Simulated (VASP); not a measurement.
# Sb (P6_3/mmc) in VASP: further runs

Runs on Sb. Level: r2SCAN. Tasks: single point.

Program: VASP 6.6.1. These are calculated values, not measurements. Logs are shortened: lines on timing, memory, paths and dates and some standing lists are left out, and cuts for length are marked.

### 1 The cell of the first run

It takes space group P6_3/mmc (No. 194, hexagonal). Conventional cell: a = 3.220 Å, b = 3.220 Å, c = 5.259 Å, α = 90.00°, β = 90.00°, γ = 120.00°. Sb (site symmetry -6m2) has 12 Sb at 3.22 Å within 4.2 Å.

This isn't the form of Sb at room conditions, which is rhombohedral.

### 2 Single point, r2SCAN

Contents of POSCAR:

```
Sb
1.0
    3.2195766243      0.0000000000      0.0000000000
   -1.6097883121      2.7882351461      0.0000000000
    0.0000000000      0.0000000000      5.2590615476
Sb
2
Direct
    0.3333333333      0.6666666667      0.2500000000
    0.6666666667      0.3333333333      0.7500000000
```

Contents of INCAR.step1:

```
  ALGO = Normal
  EDIFF = 1E-4
  ENCUT = 520
  GGA = PE
  ISMEAR = 0
  LASPH = True
  LCHARG = False
  LREAL = False
  LWAVE = True
  NBANDS = 12
  NELM = 100
  PREC = Accurate
  SIGMA = 0.1
```

Contents of INCAR.step2:

```
  ALGO = Normal
  EDIFF = 1E-6
  ENCUT = 520
  ISIF = 2
  ISMEAR = 0
  ISTART = 1
  LASPH = True
  LCHARG = False
  LMIXTAU = True
  LREAL = False
  LWAVE = False
  METAGGA = R2SCAN
  NBANDS = 12
  NELM = 100
  PREC = Accurate
  SIGMA = 0.1
```

Contents of KPOINTS:

```
k-points
0
Gamma
  12 12 8
```

Potentials or basis: VASP PAW PBE potentials, release 64 (Sb).

Launch:

```sh
cat potpaw_PBE.64/Sb/POTCAR > POTCAR
cp INCAR.step1 INCAR
mpirun -np 1 vasp_std > vasp.out
cp INCAR.step2 INCAR
mpirun -np 1 vasp_std > vasp.out
```

OUTCAR:

```text
EDIFF = 1E-6
   ENCUT = 520
   ISIF = 2
   ISMEAR = 0
   ISTART = 1
   LASPH = True
   LREAL = False
   METAGGA = R2SCAN
   NELM = 100
   PREC = Accurate

 ion  position               nearest neighbor table
   1  0.333  0.667  0.250-   2 3.22   2 3.22   2 3.22   2 3.22   2 3.22   2 3.22
   2  0.667  0.333  0.750-   1 3.22   1 3.22   1 3.22   1 3.22   1 3.22   1 3.22

  LATTYP: Found a hexagonal cell.
 ALAT       =     3.2195766243
 C/A-ratio  =     1.6334637008

  Lattice vectors:

 A1 = (   3.2195766243,   0.0000000000,   0.0000000000)
 A2 = (  -1.6097883121,   2.7882351461,   0.0000000000)
 A3 = (   0.0000000000,   0.0000000000,   5.2590615476)

Analysis of symmetry for initial positions (statically):
=====================================================================
 Subroutine PRICEL returns:
 Original cell was already a primitive cell.

 Routine SETGRP: Setting up the symmetry group for a
 hexagonal supercell.

 Subroutine GETGRP returns: Found 24 space group operations
 (whereof 12 operations were pure point group operations)
 out of a pool of 24 trial point group operations.

The static configuration has the point symmetry D_3d.
 The point group associated with its full space group is D_6h.

Analysis of symmetry for dynamics (positions and initial velocities):
=====================================================================
 Subroutine PRICEL returns:
 Original cell was already a primitive cell.

 Routine SETGRP: Setting up the symmetry group for a
 hexagonal supercell.

 Subroutine GETGRP returns: Found 24 space group operations
 (whereof 12 operations were pure point group operations)
 out of a pool of 24 trial point group operations.

The dynamic configuration has the point symmetry D_3d.
 The point group associated with its full space group is D_6h.

 Subroutine INISYM returns: Found 24 space group operations
 (whereof 12 operations are pure point group operations),
 and found     1 'primitive' translations

----------------------------------------------------------------------------------------

                                     Primitive cell

  volume of cell :      47.2103

  direct lattice vectors                    reciprocal lattice vectors
     3.219576624  0.000000000  0.000000000     0.310599845  0.179324904  0.000000000
    -1.609788312  2.788235146  0.000000000     0.000000000  0.358649808  0.000000000
     0.000000000  0.000000000  5.259061548     0.000000000  0.000000000  0.190147993

  length of vectors
     3.219576624  3.219576624  5.259061548     0.358649808  0.358649808  0.190147993

  position of ions in fractional coordinates (direct lattice)
     0.333333333  0.666666667  0.250000000
     0.666666667  0.333333333  0.750000000

  ion indices of the primitive-cell ions
   primitive index   ion index
                 1           1
                 2           2

----------------------------------------------------------------------------------------

 KPOINTS: k-points

Automatic generation of k-mesh.
 Grid dimensions read from file:
 generate k-points for:   12   12    8

 Generating k-lattice:

  Cartesian coordinates                     Fractional coordinates (reciprocal lattice)
     0.025883320  0.014943742  0.000000000     0.083333333 -0.000000000  0.000000000
     0.000000000  0.029887484  0.000000000     0.000000000  0.083333333  0.000000000
     0.000000000  0.000000000  0.023768499     0.000000000  0.000000000  0.125000000

  Length of vectors
     0.029887484  0.029887484  0.023768499

  Shift w.r.t. Gamma in fractional coordinates (k-lattice)
     0.000000000  0.000000000  0.000000000

 Subroutine IBZKPT returns following result:
 ===========================================

 Found     95 irreducible k-points:

 Following reciprocal coordinates:
            Coordinates               Weight
  0.000000  0.000000  0.000000      1.000000
  0.083333  0.000000  0.000000      6.000000
  0.166667  0.000000  0.000000      6.000000
  0.250000  0.000000  0.000000      6.000000
  0.333333  0.000000  0.000000      6.000000
  0.416667  0.000000  0.000000      6.000000
[... 16 lines left out ...]
  0.250000  0.000000  0.125000     12.000000
  0.333333  0.000000  0.125000     12.000000
 [... further k-points ...]
   k-points           NKPTS =     95   k-points in BZ     NKDIM =     95   number of bands    NBANDS=     12
   number of dos      NEDOS =    301   number of ions     NIONS =      2
   total plane-waves  NPLWV =  23040
   dimension x,y,z NGX =    24 NGY =   24 NGZ =   40
   dimension x,y,z NGXF=    48 NGYF=   48 NGZF=   80
   ions per type =               2
   NGX,Y,Z   is equivalent  to a cutoff of  12.39, 12.39, 12.64 a.u.
   NGXF,Y,Z  is equivalent  to a cutoff of  24.79, 24.79, 25.29 a.u.
 SYSTEM =  unknown system
   PREC   = accura    normal or accurate (medium, high low for compatibility)
   ISTART =      1    job   : 0-new  1-cont  2-samecut
   ICHARG =      0    charge: 1-file 2-atom 10-const
   ISPIN  =      1    spin polarized calculation?
   LNONCOLLINEAR =      F non collinear calculations
   LSORBIT =      F    spin-orbit coupling
   LASPH  =      T    aspherical Exc in radial PAW
   ENCUT  =  520.0 eV  38.22 Ry    6.18 a.u.   5.99  5.99  9.78*2*pi/ulx,y,z
   NELM   =    100;   NELMIN=  2; NELMDL=  0     # of ELM steps
   EDIFF  = 0.1E-05   stopping-criterion for ELM
   LREAL  =      F    real-space projection
   EDIFFG = 0.1E-04   stopping-criterion for IOM
   NSW    =      0    number of steps for IOM
   IBRION =     -1    ionic relax: 0-MD 1-quasi-New 2-CG
   NFREE  =      0    steps in history (QN), initial steepest desc. (CG)
   ISIF   =      2    stress and relaxation
   ISYM   =      2    0-nonsym 1-usesym 2-fastsym
   POTIM  = 0.5000    time-step for ionic-motion
   TEBEG  =    0.0;   TEEND  =   0.0 temperature during run
   PSTRESS=    0.0 pullay stress
   NELECT =      10.0000    total number of electrons
   NUPDOWN=      -1.0000    fix difference up-down
   EMIN   =  10.00;   EMAX   =-10.00  energy-range for DOS
   EFERMI =   0.00;   METHOD = LEGACY
   ISMEAR =     0;   SIGMA  =   0.10  broadening in eV -4-tet -1-fermi 0-gaus
   EFERMI_NEDOS =   21; number of points for ismear=-14 and -15
   IALGO  =     38    algorithm
   IMIX   =      4    mixing-type and parameters
     AMIX     =   0.40;   BMIX     =  1.00
     AMIX_MAG =   1.60;   BMIX_MAG =  1.00
  volume/ion in A,a.u.               =      23.61       159.30
  Fermi-wavevector in a.u.,A,eV,Ry     =   0.975879  1.844144 12.957373  0.952340
  Thomas-Fermi vector in A             =   2.106454
   LORBIT       =      0    0 simple, 1 ext, 2 COOP (PROOUT), +10 PAW based schemes
   METAGGA = R2SCAN    functional components
   LHFCALC =     F    Hartree Fock is set to
   AEXX    =    0.0000 exact exchange contribution
   IVDW    =     0    specifies the selected vdW correction
   LEPSILON=     F    determine dielectric tensor
   LRPA    =     F    only Hartree local field effects (RPA)
 non-spin polarized calculation
 Gauss-broadening in eV      SIGMA  =   0.10
  energy-cutoff  :      520.00
  volume of cell :       47.21
 maximum number of plane-waves:      1296
 NGX is ok and might be reduce to    24
   NGX = 11   NGY = 11   NGZ = 19

 number of electron      10.0000000 magnetization

 Free energy of the ion-electron system (eV)
  ---------------------------------------------------
  ext. energy  EPLUGINS =         0.00000000
  ---------------------------------------------------
  free energy    TOTEN  =       -50.34918595 eV

  energy without entropy =      -50.34311232  energy(sigma->0) =      -50.34614914

 E-fermi :  10.2801     XC(G=0): -11.4636

 val. band max:       10.2705932720   @ k =   0.3333   0.0833   0.0000
 cond. band min:      10.2903701226   @ k =   0.4167   0.0833   0.0000
 fundamental gap:      0.0197768505
 Fermi energy:        10.2801017946

 k-point     1 :       0.0000    0.0000    0.0000
  band No.  band energies     occupation
      1      -4.4389      2.00000
      2       0.4044      2.00000
      3       3.2146      2.00000
      4      14.7588      0.00000
      5      14.7588      0.00000
      6      16.7946      0.00000
      7      16.7946      0.00000
      8      17.1650      0.00000
      9      19.2313      0.00000
     10      19.9501      0.00000
     11      21.3963      0.00000
     12      21.3963      0.00000

 k-point     2 :       0.0833    0.0000    0.0000
  band No.  band energies     occupation
      1      -4.2926      2.00000
      2       0.5383      2.00000
      3       3.3663      2.00000
      4      13.2586      0.00000
      5      14.1392      0.00000
      6      16.0771      0.00000
      7      17.0042      0.00000
      8      17.0170      0.00000
      9      19.2316      0.00000
     10      20.2287      0.00000
     11      21.2918      0.00000
     12      21.4830      0.00000

 k-point     3 :       0.1667    0.0000    0.0000
  band No.  band energies     occupation
      1      -3.8545      2.00000
      2       0.9355      2.00000
      3       3.8177      2.00000
      4      10.6854      0.00000
      5      13.0725      0.00000
      6      14.3783      0.00000
      7      16.2161      0.00000
      8      16.7922      0.00000
      9      17.5980      0.00000
     10      20.1869      0.00000
     11      21.1615      0.00000
     12      21.8189      0.00000
[... 286 lines left out ...]
 k-point    23 :       0.2500    0.0000    0.1250
  band No.  band energies     occupation
      1      -3.0354      2.00000
      2       1.0402      2.00000
      3       5.2380      2.00000
      4       8.2444      2.00000
      5      11.7775      0.00000
      6      12.1859      0.00000
      7      14.7113      0.00000
      8      15.8062      0.00000
      9      16.5836      0.00000
     10      19.0009      0.00000
     11      19.9264      0.00000
     12      21.5135      0.00000

 k-point    24 :       0.3333    0.0000    0.1250
  band No.  band energies     occupation
      1      -2.0324      2.00000
      2       1.8779      2.00000
      3       5.5419      2.00000
      4       6.6359      2.00000
      5       9.5158      2.00000
      6      11.4329      0.00000
      7      13.1484      0.00000
      8      15.1367      0.00000
      9      15.7655      0.00000
     10      18.6347      0.00000
     11      20.0005      0.00000
     12      21.0286      0.00000

 [... further k-points ...]

------------------------ aborting loop because EDIFF is reached ----------------------------------------

  FORCE on cell =-STRESS in cart. coord.  units (eV):
  Direction    XX          YY          ZZ          XY          YZ          ZX
  --------------------------------------------------------------------------------------
  -------------------------------------------------------------------------------------
  Total        3.5217904      3.5217904      3.5286478      0.0000000     -0.0000000      0.0000000
  in kB      119.5191973    119.5191973    119.7519192      0.0000000     -0.0000000      0.0000000
  external PRESSURE =     119.5967712 kB  Pullay stress =       0.0000000 kB

 VOLUME and BASIS-vectors are now :
 -----------------------------------------------------------------------------
  energy-cutoff  :      520.00
  volume of cell :       47.21
      direct lattice vectors                 reciprocal lattice vectors
     3.219576624  0.000000000  0.000000000     0.310599845  0.179324904  0.000000000
    -1.609788312  2.788235146  0.000000000     0.000000000  0.358649808  0.000000000
     0.000000000  0.000000000  5.259061548     0.000000000  0.000000000  0.190147993

 POSITION                                       TOTAL-FORCE (eV/Angst)
 -----------------------------------------------------------------------------------
     -0.00000      1.85882      1.31477         0.000000     -0.000000      0.000000
      1.60979      0.92941      3.94430        -0.000000      0.000000      0.000000
 -----------------------------------------------------------------------------------
    total drift:                               -0.000000      0.000000      0.000000

  FREE ENERGIE OF THE ION-ELECTRON SYSTEM (eV)
  ---------------------------------------------------
  free  energy   TOTEN  =       -50.3491859540 eV

  energy  without entropy=      -50.3431123160  energy(sigma->0) =      -50.34614914
```

It took 2.6 min on 1 thread of Intel Xeon 8259CL, shared host; peak memory 0.2 GiB.

Results:

- Free energy: -50.3492 eV
- Pressure: 12.0 GPa
- Band gap on the k mesh: zero (bands 5 and 6 overlap by 9.50 eV)

Caveat: the cell stands under pressure; the PAW data sets were made with another functional, which shifts forces and pressure a little; spin-orbit coupling is left out, which moves the levels of the heavy elements.

### 3 Single point, r2SCAN

This run uses another cell than the first one, of 25.64 Å³/atom.

Contents of POSCAR:

```
Sb
1.0
    3.3023858625      0.0000000000      0.0000000000
   -1.6511929313      2.8599500500      0.0000000000
    0.0000000000      0.0000000000      5.4301409320
Sb
2
Direct
    0.3333333333      0.6666666667      0.2500000000
    0.6666666667      0.3333333333      0.7500000000
```

Contents of INCAR.step1:

```
SYSTEM = Sb
PREC = Accurate
ENCUT = 520
ISMEAR = 0
SIGMA = 0.1
LREAL = .FALSE.
LASPH = .TRUE.
NELM = 60
NBANDS = 12
GGA = PE
ALGO = Normal
EDIFF = 1E-4
LWAVE = .TRUE.
LCHARG = .FALSE.
```

Contents of INCAR.step2:

```
SYSTEM = Sb
PREC = Accurate
ENCUT = 520
EDIFF = 1E-6
ISMEAR = 0
SIGMA = 0.1
LREAL = .FALSE.
LASPH = .TRUE.
NELM = 60
ALGO = Normal
ISIF = 2
LWAVE = .FALSE.
LCHARG = .FALSE.
METAGGA = R2SCAN
LMIXTAU = .TRUE.
NBANDS = 12
ISTART = 1
```

Contents of KPOINTS:

```
Automatic mesh
0
G
  12 12 8
  0 0 0
```

Potentials or basis: VASP PAW PBE potentials, release 64 (Sb).

Launch:

```sh
cat potpaw_PBE.64/Sb/POTCAR > POTCAR
cp INCAR.step1 INCAR
mpirun -np 1 vasp_std > vasp.out
cp INCAR.step2 INCAR
mpirun -np 1 vasp_std > vasp.out
```

Wall time 4.1 min (1 thread of Intel Xeon 8259CL, shared host); peak memory 0.21 GiB.

The run converged. Its results:

```
Free energy            : -50.5440 eV
Pressure               : 3.9 GPa
Band gap on the k mesh : zero (bands 5 and 6 overlap by 8.63 eV)
```

Levels at points of the mesh, in eV from the Fermi level:
```
           k point  band 3  band 4  band 5  band 6  band 7  band 8
(0.00, 0.00, 0.00)   -6.51    4.08    4.08    5.91    5.91    6.00
(0.50, 0.00, 0.00)   -4.65   -3.48   -2.60   -0.19    0.43    4.06
(0.00, 0.00, 0.50)   -0.91   -0.91    4.99    4.99    4.99    4.99
(0.50, 0.00, 0.50)   -5.96   -5.96    1.79    1.79    1.96    1.96
```

Caveat: the cell stands under pressure; the PAW data sets were made with another functional, which shifts forces and pressure a little; spin-orbit coupling is left out, which moves the levels of the heavy elements.

### 4 Single point, r2SCAN

This run uses another cell than the first one, of 26.69 Å³/atom.

Contents of POSCAR:

```
Sb
1.0
    3.3431195010      0.0000000000      0.0000000000
   -1.6715597505      2.8952264157      0.0000000000
    0.0000000000      0.0000000000      5.5145942317
Sb
2
Direct
    0.3333333333      0.6666666667      0.2500000000
    0.6666666667      0.3333333333      0.7500000000
```

Contents of INCAR.step1:

```
PREC     = Accurate       # precision mode
ENCUT    = 520            # plane-wave cutoff, eV
ISMEAR   = 0              # smearing method
SIGMA    = 0.1            # smearing width, eV
LREAL    = False          # projectors in reciprocal space
LASPH    = True           # aspherical terms in the spheres
NELM     = 100            # most SCF steps
NBANDS   = 12             # bands
GGA      = PE             # functional
ALGO     = Normal         # electronic algorithm
EDIFF    = 1E-4           # SCF threshold, eV
LWAVE    = True           # write WAVECAR
LCHARG   = False          # write CHGCAR
```

Contents of INCAR.step2:

```
PREC     = Accurate       # precision mode
ENCUT    = 520            # plane-wave cutoff, eV
EDIFF    = 1E-6           # SCF threshold, eV
ISMEAR   = 0              # smearing method
SIGMA    = 0.1            # smearing width, eV
LREAL    = False          # projectors in reciprocal space
LASPH    = True           # aspherical terms in the spheres
NELM     = 100            # most SCF steps
ALGO     = Normal         # electronic algorithm
ISIF     = 2              # what is computed and relaxed
LWAVE    = False          # write WAVECAR
LCHARG   = True           # write CHGCAR
METAGGA  = R2SCAN         # meta-GGA
LMIXTAU  = True         
LELF     = True           # ELF
LVHAR    = True         
NBANDS   = 12             # bands
ISTART   = 1
```

Contents of KPOINTS:

```
regular mesh
0
Gamma
  12 12 8
```

Launch:

```sh
cat potpaw_PBE.64/Sb/POTCAR > POTCAR
cp INCAR.step1 INCAR
mpirun -np 1 vasp_std > vasp.out
cp INCAR.step2 INCAR
mpirun -np 1 vasp_std > vasp.out
```

It took 4.2 min on 1 thread of Intel Xeon 8259CL, shared host; peak memory 0.21 GiB.

Results (log left out):

```
Free energy            : -50.5746 eV
Pressure               : 0.9 GPa
Band gap on the k mesh : zero (bands 5 and 6 overlap by 8.23 eV)
```

Levels at points of the mesh, in eV from the Fermi level:
```csv
k point,band 1,band 2,band 3,band 4,band 5,band 6,band 7,band 8,band 9,band 10
"(0.00, 0.00, 0.00)",-13.68,-9.71,-6.26,3.89,3.89,5.59,5.61,5.61,8.43,9.45
"(0.50, 0.00, 0.00)",-9.80,-8.41,-4.62,-3.42,-2.49,-0.14,0.42,3.83,4.82,8.12
"(0.00, 0.00, 0.50)",-12.40,-12.40,-0.98,-0.98,4.74,4.74,4.74,4.74,9.37,9.37
"(0.50, 0.00, 0.50)",-8.85,-8.85,-5.73,-5.73,1.71,1.71,1.79,1.79,6.28,6.28
```

Caveat: the PAW data sets were made with another functional, which shifts forces and pressure a little; spin-orbit coupling is left out, which moves the levels of the heavy elements.

### 5 Summary

```csv
cell,gap on the mesh (eV),pressure (GPa)
"a = 3.220, b = 3.220, c = 5.259 Å, angles 90.0, 90.0, 120.0°, 2 atoms",none,12.0
"a = 3.302, b = 3.302, c = 5.430 Å, angles 90.0, 90.0, 120.0°, 2 atoms",none,3.9
"a = 3.343, b = 3.343, c = 5.515 Å, angles 90.0, 90.0, 120.0°, 2 atoms",none,0.9
```

Alike in all rows: task single point; level r2SCAN; potentials or basis VASP PAW PBE potentials, release 64 (Sb); no spin polarisation; k mesh 12 × 12 × 8; cutoff (eV) 520; smearing gaussian 0.1 eV.

Caveats: the PAW data sets were made with another functional, which shifts forces and pressure a little; spin-orbit coupling is left out, which moves the levels of the heavy elements; the cell stands under pressure (at least some runs).

Absolute energies hang on the potentials; compare differences alone.
